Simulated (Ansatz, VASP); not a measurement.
**Li in VASP and in Ansatz**

File INCAR:

```
  PREC = Accurate
  ENCUT = 520
  EDIFF = 1E-6
  ISMEAR = 0
  SIGMA = 0.1
  LREAL = F
  LASPH = T
  NELM = 100
  ALGO = Normal
  ISIF = 2
  LWAVE = F
  LCHARG = T
  GGA = PE
  LELF = T
  LVHAR = T
  NBANDS = 14
```

File KPOINTS:

```
regular mesh
0
Gamma
  10 10 10
```

The input POSCAR:

```
Li
1.0
    4.6185419152      0.0000000000      0.0000000000
    0.0000000000      4.6185419152      0.0000000000
    0.0000000000      0.0000000000      4.6185419152
Li
4
Direct
    0.8875292303      0.1124707697      0.6124707697
    0.3875292303      0.3875292303      0.3875292303
    0.1124707697      0.6124707697      0.8875292303
    0.6124707697      0.8875292303      0.1124707697
```

Input for Ansatz:

```yaml
crystal:
  lattice:
    - [4.6185419152, 0.0, 0.0]
    - [0.0, 4.6185419152, 0.0]
    - [0.0, 0.0, 4.6185419152]
  atoms:
    - { symbol: Li, position: [0.8875292303, 0.1124707697, 0.6124707697] }
    - { symbol: Li, position: [0.3875292303, 0.3875292303, 0.3875292303] }
    - { symbol: Li, position: [0.1124707697, 0.6124707697, 0.8875292303] }
    - { symbol: Li, position: [0.6124707697, 0.8875292303, 0.1124707697] }
basis:
  ecutwfc: 420
kpoints:
  mp_grid: { grid: [10, 10, 10] }
hamiltonian:
  xc: pbe
scf:
  occupations: { method: gaussian, width: 0.1 }
output:
  forces: true
  stress: true
  eigenvalues: true
```

Alike in both runs: task single point; functional PBE; k mesh 10 × 10 × 10; occupations gaussian, width 0.1 eV; no spin polarisation.

|  | VASP | Ansatz |
| --- | --- | --- |
| version | VASP 6.6.1 | Ansatz 0.2.0 |
| potentials or method | VASP PAW PBE potentials, release 64 (Li_sv), cutoff 520 eV | scalar-relativistic, plane waves, PAW |
| valence electrons in the cell | 12 | 12 |

```csv
,VASP,Ansatz,Ansatz less VASP
gap on the k mesh at the Fermi level (eV),none,none,-
rms of the force components (eV/Å),0.070,0.070,-0.0002
```

Atom by atom the forces differ by 0.000 eV/Å (rms over components). A gap of «none» marks a metal or a gap that the smearing closes.

Noted on VASP's run: the cutoff is short for stress, so the pressure is rough.
